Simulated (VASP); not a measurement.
# C4N (Im-3m) in VASP: notebook

Runs on C4N. Level: PBE+D3(BJ). Tasks: single point.

Program: VASP 6.6.1. These are calculated values, not measurements. Logs are shortened: lines on timing, memory, paths and dates and some standing lists are left out, and cuts for length are marked.

## 1. The cell of the first run

Symmetry: Im-3m, No. 229, cubic system. Conventional cell: a = 4.243 Å, b = 4.243 Å, c = 4.243 Å, α = 90.00°, β = 90.00°, γ = 90.00°. Within 2.4 Å of C (site symmetry -3m) lie 2 N at 1.84 Å and 6 C at 2.12 Å. N (site symmetry m-3m) has 8 C at 1.84 Å within 2.4 Å.

## 2. Single point, PBE+D3(BJ)

The input, INCAR:

```
SYSTEM = C4N
PREC     = Accurate       ! precision mode
ENCUT    = 520            ! plane-wave cutoff, eV
EDIFF    = 1E-6           ! SCF threshold, eV
ISMEAR   = 0              ! smearing method
SIGMA    = 0.1            ! smearing width, eV
LREAL    = .FALSE.        ! projectors in reciprocal space
LASPH    = .TRUE.         ! aspherical terms in the spheres
NELM     = 100            ! most SCF steps
ALGO     = Normal         ! electronic algorithm
ISIF     = 2              ! what is computed and relaxed
LWAVE    = .FALSE.        ! write WAVECAR
LCHARG   = .TRUE.         ! write CHGCAR
GGA      = PE             ! functional
IVDW     = 12             ! dispersion correction
LELF     = .TRUE.         ! ELF
LVHAR    = .TRUE.       
NBANDS   = 18             ! bands
```

The input, KPOINTS:

```
regular mesh
0
G
  6 6 6
  0 0 0
```

The input, POSCAR:

```
C4N
1.0
   -2.1214663994      2.1214663994      2.1214663994
    2.1214663994     -2.1214663994      2.1214663994
    2.1214663994      2.1214663994     -2.1214663994
C N
4 1
Direct
    0.0000000000      0.0000000000      0.5000000000
    0.5000000000      0.0000000000      0.0000000000
    0.5000000000      0.5000000000      0.5000000000
    0.0000000000      0.5000000000      0.0000000000
    0.0000000000      0.0000000000      0.0000000000
```

Potentials or basis: VASP PAW PBE potentials, release 64 (C, N).

On the command line:

```
$ cat potpaw_PBE.64/C/POTCAR potpaw_PBE.64/N/POTCAR > POTCAR
$ mpirun -np 1 vasp_std > vasp.out
```

OUTCAR:

```text
SYSTEM = C4N
   PREC = Accurate
   ENCUT = 520
   EDIFF = 1E-6
   ISMEAR = 0
   LREAL = .FALSE.
   LASPH = .TRUE.
   NELM = 100
   ISIF = 2
   GGA = PE
   IVDW = 12
 IVDW          = 12

 ion  position               nearest neighbor table
   1  0.000  0.000  0.500-   5 1.84   5 1.84
   2  0.500  0.000  0.000-   5 1.84   5 1.84
   3  0.500  0.500  0.500-   5 1.84   5 1.84
   4  0.000  0.500  0.000-   5 1.84   5 1.84
   5  0.000  0.000  0.000-   1 1.84   2 1.84   3 1.84   4 1.84   1 1.84   4 1.84   2 1.84   3 1.84

  LATTYP: Found a body centered cubic cell.
 ALAT       =     4.2429327988

  Lattice vectors:

 A1 = (  -2.1214663994,   2.1214663994,   2.1214663994)
 A2 = (   2.1214663994,  -2.1214663994,   2.1214663994)
 A3 = (   2.1214663994,   2.1214663994,  -2.1214663994)

Analysis of symmetry for initial positions (statically):
=====================================================================
 Subroutine PRICEL returns:
 Original cell was already a primitive cell.

 Routine SETGRP: Setting up the symmetry group for a
 body centered cubic supercell.

 Subroutine GETGRP returns: Found 48 space group operations
 (whereof 48 operations were pure point group operations)
 out of a pool of 48 trial point group operations.

The static configuration has the point symmetry O_h .

Analysis of symmetry for dynamics (positions and initial velocities):
=====================================================================
 Subroutine PRICEL returns:
 Original cell was already a primitive cell.

 Routine SETGRP: Setting up the symmetry group for a
 body centered cubic supercell.

 Subroutine GETGRP returns: Found 48 space group operations
 (whereof 48 operations were pure point group operations)
 out of a pool of 48 trial point group operations.

The dynamic configuration has the point symmetry O_h .

 Subroutine INISYM returns: Found 48 space group operations
 (whereof 48 operations are pure point group operations),
 and found     1 'primitive' translations

----------------------------------------------------------------------------------------

                                     Primitive cell

  volume of cell :      38.1917

  direct lattice vectors                    reciprocal lattice vectors
    -2.121466399  2.121466399  2.121466399     0.000000000  0.235686033  0.235686033
     2.121466399 -2.121466399  2.121466399     0.235686033  0.000000000  0.235686033
     2.121466399  2.121466399 -2.121466399     0.235686033  0.235686033  0.000000000

[... 82 lines left out ...]
   EDIFFG = 0.1E-04   stopping-criterion for IOM
   NSW    =      0    number of steps for IOM
   IBRION =     -1    ionic relax: 0-MD 1-quasi-New 2-CG
   NFREE  =      0    steps in history (QN), initial steepest desc. (CG)
   ISIF   =      2    stress and relaxation
   ISYM   =      2    0-nonsym 1-usesym 2-fastsym
   POTIM  = 0.5000    time-step for ionic-motion
   TEBEG  =    0.0;   TEEND  =   0.0 temperature during run
   PSTRESS=    0.0 pullay stress
   NELECT =      21.0000    total number of electrons
   NUPDOWN=      -1.0000    fix difference up-down
   EMIN   =  10.00;   EMAX   =-10.00  energy-range for DOS
   EFERMI =   0.00;   METHOD = LEGACY
   ISMEAR =     0;   SIGMA  =   0.10  broadening in eV -4-tet -1-fermi 0-gaus
   EFERMI_NEDOS =   21; number of points for ismear=-14 and -15
   IALGO  =     38    algorithm
   IMIX   =      4    mixing-type and parameters
     AMIX     =   0.40;   BMIX     =  1.00
     AMIX_MAG =   1.60;   BMIX_MAG =  1.00
  volume/ion in A,a.u.               =       7.64        51.55
  Fermi-wavevector in a.u.,A,eV,Ry     =   1.341195  2.534490 24.474198  1.798803
  Thomas-Fermi vector in A             =   2.469447
   LORBIT       =      0    0 simple, 1 ext, 2 COOP (PROOUT), +10 PAW based schemes
   GGA     = PE    functional components
   LHFCALC =     F    Hartree Fock is set to
   AEXX    =    0.0000 exact exchange contribution
   IVDW    =    12    specifies the selected vdW correction
   LEPSILON=     F    determine dielectric tensor
   LRPA    =     F    only Hartree local field effects (RPA)
 non-spin polarized calculation
 Gauss-broadening in eV      SIGMA  =   0.10
  energy-cutoff  :      520.00
  volume of cell :       38.19
 maximum number of plane-waves:      1055
   NGX = 13   NGY = 13   NGZ = 13

 number of electron      21.0000001 magnetization

 Free energy of the ion-electron system (eV)
  ---------------------------------------------------
  ext. energy  EPLUGINS =         0.00000000
  ---------------------------------------------------
  free energy    TOTEN  =       -24.41470461 eV

  energy without entropy =      -24.39527120  energy(sigma->0) =      -24.40498790

 E-fermi :   6.6141     XC(G=0): -12.2238

 val. band max:        6.5565782450   @ k =   0.5000   0.0000   0.0000
 cond. band min:       6.6577106236   @ k =   0.3333   0.1667   0.0000
 fundamental gap:      0.1011323786
 Fermi energy:         6.6141066857

 k-point     1 :       0.0000    0.0000    0.0000
  band No.  band energies     occupation
      1     -14.0142      2.00000
      2      -2.7876      2.00000
      3      -2.7876      2.00000
      4      -2.7876      2.00000
      5      -2.3162      2.00000
      6       0.2369      2.00000
[... 313 lines left out ...]
      5      -1.0254      2.00000
      6      -1.0254      2.00000
[... 10 lines left out ...]
     17      12.6631      0.00000
     18      13.4182      0.00000

------------------------ aborting loop because EDIFF is reached ----------------------------------------

 Edisp (eV)   -0.89058

 E8    (eV) :    -0.2509

  FORCE on cell =-STRESS in cart. coord.  units (eV):
  Direction    XX          YY          ZZ          XY          YZ          ZX
  --------------------------------------------------------------------------------------
  -------------------------------------------------------------------------------------
  Total       0.01763     0.01763     0.01763     0.00000     0.00000    -0.00000
  in kB       0.73969     0.73969     0.73969     0.00000     0.00000    -0.00000
  external pressure =        0.74 kB  Pullay stress =        0.00 kB

 VOLUME and BASIS-vectors are now :
 -----------------------------------------------------------------------------
  energy-cutoff  :      520.00
  volume of cell :       38.19
      direct lattice vectors                 reciprocal lattice vectors
    -2.121466399  2.121466399  2.121466399     0.000000000  0.235686033  0.235686033
     2.121466399 -2.121466399  2.121466399     0.235686033  0.000000000  0.235686033
     2.121466399  2.121466399 -2.121466399     0.235686033  0.235686033  0.000000000

 POSITION                                       TOTAL-FORCE (eV/Angst)
 -----------------------------------------------------------------------------------
      1.06073      1.06073     -1.06073        -0.000000      0.000000      0.000000
     -1.06073      1.06073      1.06073        -0.000000     -0.000000     -0.000000
      1.06073      1.06073      1.06073         0.000000      0.000000     -0.000000
      1.06073     -1.06073      1.06073         0.000000      0.000000      0.000000
      0.00000      0.00000      0.00000         0.000000     -0.000000      0.000000
 -----------------------------------------------------------------------------------
    total drift:                               -0.000000     -0.000000      0.000000

  FREE ENERGIE OF THE ION-ELECTRON SYSTEM (eV)
  ---------------------------------------------------
  free  energy   TOTEN  =       -25.3052893904 eV

  energy  without entropy=      -25.2858559803  energy(sigma->0) =      -25.29557269
```

OSZICAR:

```text
N       E                     dE             d eps       ncg     rms          rms(c)
DAV:   1     0.449736721691E+02    0.44974E+02   -0.10388E+04   576   0.107E+03
DAV:   2    -0.211931796305E+02   -0.66167E+02   -0.63419E+02   726   0.193E+02
DAV:   3    -0.243229712501E+02   -0.31298E+01   -0.30477E+01   756   0.348E+01
DAV:   4    -0.243750094041E+02   -0.52038E-01   -0.51593E-01   778   0.429E+00
DAV:   5    -0.243757712200E+02   -0.76182E-03   -0.76113E-03   824   0.522E-01    0.316E+00
DAV:   6    -0.243964977987E+02   -0.20727E-01   -0.16900E-02   814   0.825E-01    0.191E+00
DAV:   7    -0.244139266684E+02   -0.17429E-01   -0.25980E-02   846   0.104E+00    0.737E-01
DAV:   8    -0.244144689277E+02   -0.54226E-03   -0.11031E-02   856   0.721E-01    0.823E-02
DAV:   9    -0.244147108671E+02   -0.24194E-03   -0.12162E-03   680   0.258E-01    0.482E-02
DAV:  10    -0.244147057479E+02    0.51191E-05   -0.53453E-05   842   0.512E-02    0.137E-02
DAV:  11    -0.244147045570E+02    0.11910E-05   -0.66091E-06   684   0.177E-02    0.507E-03
DAV:  12    -0.244147046091E+02   -0.52106E-07   -0.56278E-07   444   0.563E-03
   1 F= -.25305289E+02 E0= -.25295573E+02  d E =-.194334E-01
```

stdout:

```text
POSCAR found type information on POSCAR C N
 POSCAR found :  2 types and       5 ions
 scaLAPACK will be used
 LDA part: xc-table for (Slater+PW92), standard interpolation
 POSCAR, INCAR and KPOINTS ok, starting setup
 FFT: planning ... GRIDC
 FFT: planning ... GRID_SOFT
 FFT: planning ... GRID
 WAVECAR not read
 entering main loop
```

It took 14 s on 1 thread of Intel Xeon Platinum 8259CL at 2.50GHz (Skylake/Cascade Lake), shared host; peak memory 0.16 GiB.

Results:

```
Free energy                : -25.3053 eV
Pressure                   : 0.1 GPa
Dispersion energy per atom : -0.178 eV
```

Caveat: pairwise dispersion overbinds metals, which lowers pressure and volume.

## 3. Single point, PBE+D3(BJ)

This run uses another cell than the first one, of 11.79 Å³/atom, 1.543 times its volume.

The input, INCAR:

```
SYSTEM = C4N
ALGO     = Normal         ! electronic algorithm
EDIFF    = 1E-6           ! SCF threshold, eV
ENCUT    = 520            ! plane-wave cutoff, eV
GGA      = PE             ! functional
ISIF     = 2              ! what is computed and relaxed
ISMEAR   = 0              ! smearing method
IVDW     = 12             ! dispersion correction
LASPH    = .True.         ! aspherical terms in the spheres
LCHARG   = .False.        ! write CHGCAR
LREAL    = .False.        ! projectors in reciprocal space
LWAVE    = .False.        ! write WAVECAR
NBANDS   = 18             ! bands
NELM     = 100            ! most SCF steps
PREC     = Accurate       ! precision mode
SIGMA    = 0.1            ! smearing width, eV
```

The input, KPOINTS:

```
k-points
0
Gamma
  6 6 6
  0 0 0
```

POSCAR: that of step 2 with these lines changed.

```diff
@@ -2,5 +2,5 @@
 1.0
-   -2.1214663994      2.1214663994      2.1214663994
-    2.1214663994     -2.1214663994      2.1214663994
-    2.1214663994      2.1214663994     -2.1214663994
+   -2.4513989900      2.4513989900      2.4513989900
+    2.4513989900     -2.4513989900      2.4513989900
+    2.4513989900      2.4513989900     -2.4513989900
 C N
```

Potentials or basis: VASP PAW PBE potentials, release 64 (C, N).

On the command line:

```
$ cat potpaw_PBE.64/C/POTCAR potpaw_PBE.64/N/POTCAR > POTCAR
$ mpirun -np 1 vasp_std > vasp.out
```

Run time: 18 s. Hardware: 1 thread of Intel Xeon Platinum 8259CL at 2.50GHz (Skylake/Cascade Lake), shared host; peak memory 0.18 GiB.

Results (log left out):

```
Free energy                : -22.7365 eV
Pressure                   : -29.1 GPa
Dispersion energy per atom : -0.191 eV
```

Levels at points of the mesh, in eV from the Fermi level:
| k point | band 6 | band 7 | band 8 | band 9 | band 10 | band 11 | band 12 | band 13 | band 14 | band 15 |
| --- | --- | --- | --- | --- | --- | --- | --- | --- | --- | --- |
| (0.00, 0.00, 0.00) | -5.49 | -5.49 | -5.49 | -1.98 | -1.98 | -1.98 | 2.48 | 2.48 | 2.48 | 4.95 |
| (0.50, 0.00, 0.00) | -5.33 | -1.58 | -1.15 | -1.11 | 0.14 | 0.17 | 0.64 | 1.19 | 1.68 | 1.72 |
| (0.50, 0.50, 0.50) | -4.23 | -4.08 | -0.59 | -0.59 | -0.59 | 0.31 | 0.31 | 0.31 | 0.76 | 4.20 |

Caveat: pairwise dispersion overbinds metals, which lowers pressure and volume.

## 4. Single point, PBE+D3(BJ), collinear spin, ferromagnetic start

The input, INCAR:

```
SYSTEM = C4N
  PREC = Accurate
  ENCUT = 520
  EDIFF = 1E-7
  ISMEAR = 0
  SIGMA = 0.1
  LREAL = .False.
  LASPH = .True.
  NELM = 150
  ALGO = Normal
  ISIF = 2
  LWAVE = .False.
  LCHARG = .True.
  ISPIN = 2
  MAGMOM = 1 1 1 1 1
  LORBIT = 11
  GGA = PE
  IVDW = 12
  LELF = .True.
  LVHAR = .True.
  NBANDS = 22
```

The input, KPOINTS:

```
regular mesh
0
Gamma
  6 6 6
  0 0 0
```

POSCAR: that of step 3 with these lines changed.

```diff
@@ -2,5 +2,5 @@
 1.0
-   -2.4513989900      2.4513989900      2.4513989900
-    2.4513989900     -2.4513989900      2.4513989900
-    2.4513989900      2.4513989900     -2.4513989900
+   -2.1214663994      2.1214663994      2.1214663994
+    2.1214663994     -2.1214663994      2.1214663994
+    2.1214663994      2.1214663994     -2.1214663994
 C N
```

On the command line:

```
$ cat potpaw_PBE.64/C/POTCAR potpaw_PBE.64/N/POTCAR > POTCAR
$ mpirun -np 1 vasp_std > vasp.out
```

It took 34 s on 1 thread of Intel Xeon Platinum 8259CL at 2.50GHz (Skylake/Cascade Lake), shared host; peak memory 0.18 GiB.

Results (log left out):

| Item | Value |
| --- | --- |
| Free energy | -25.3055 eV |
| Pressure | 0.0 GPa |
| Net moment | 0.16 μB per cell |
| Site moments | C +0.01; N +0.07 μB |
| Valence electrons inside the program's atomic spheres | C 2.08; N 3.51 |
| Dispersion energy per atom | -0.178 eV |

Levels at points of the mesh, in eV from the Fermi level:
Spin up:
```
           k point  band 7  band 8  band 9  band 10  band 11  band 12  band 13  band 14  band 15  band 16
(0.00, 0.00, 0.00)   -6.39   -6.39   -3.95    -3.95    -3.95     3.20     3.20     3.20     7.36     7.76
(0.50, 0.00, 0.00)   -2.80   -2.23   -1.03    -0.84    -0.09     0.83     1.68     1.90     2.61     4.04
(0.50, 0.50, 0.50)   -1.77   -1.77   -1.77    -0.95     0.18     0.18     0.18     2.57     6.04     6.04
```
Spin down:
| k point | band 7 | band 8 | band 9 | band 10 | band 11 | band 12 | band 13 | band 14 | band 15 | band 16 |
| --- | --- | --- | --- | --- | --- | --- | --- | --- | --- | --- |
| (0.00, 0.00, 0.00) | -6.35 | -6.35 | -3.91 | -3.91 | -3.91 | 3.27 | 3.27 | 3.27 | 7.38 | 7.78 |
| (0.50, 0.00, 0.00) | -2.75 | -2.18 | -0.92 | -0.80 | 0.00 | 0.86 | 1.76 | 1.94 | 2.65 | 4.09 |
| (0.50, 0.50, 0.50) | -1.74 | -1.74 | -1.74 | -0.91 | 0.31 | 0.31 | 0.31 | 2.64 | 6.07 | 6.07 |

Caveat: pairwise dispersion overbinds metals, which lowers pressure and volume.

## 5. Overview

```csv
spin,cell,gap on the mesh (eV),pressure (GPa)
off,"a = 3.674 Å, angles 109.5°, 5 atoms",none,0.1
off,"a = 4.246 Å, angles 109.5°, 5 atoms",none,-29.1
"collinear, ferromagnetic start","a = 3.674 Å, angles 109.5°, 5 atoms",none,0.0
```

Alike in all rows: task single point; level PBE+D3(BJ); potentials or basis VASP PAW PBE potentials, release 64 (C, N); k mesh 6 × 6 × 6; cutoff (eV) 520; smearing gaussian 0.1 eV.

Caveats: pairwise dispersion overbinds metals, which lowers pressure and volume.

Total energies depend on the potentials used, so only differences within one code and one set of settings carry meaning.
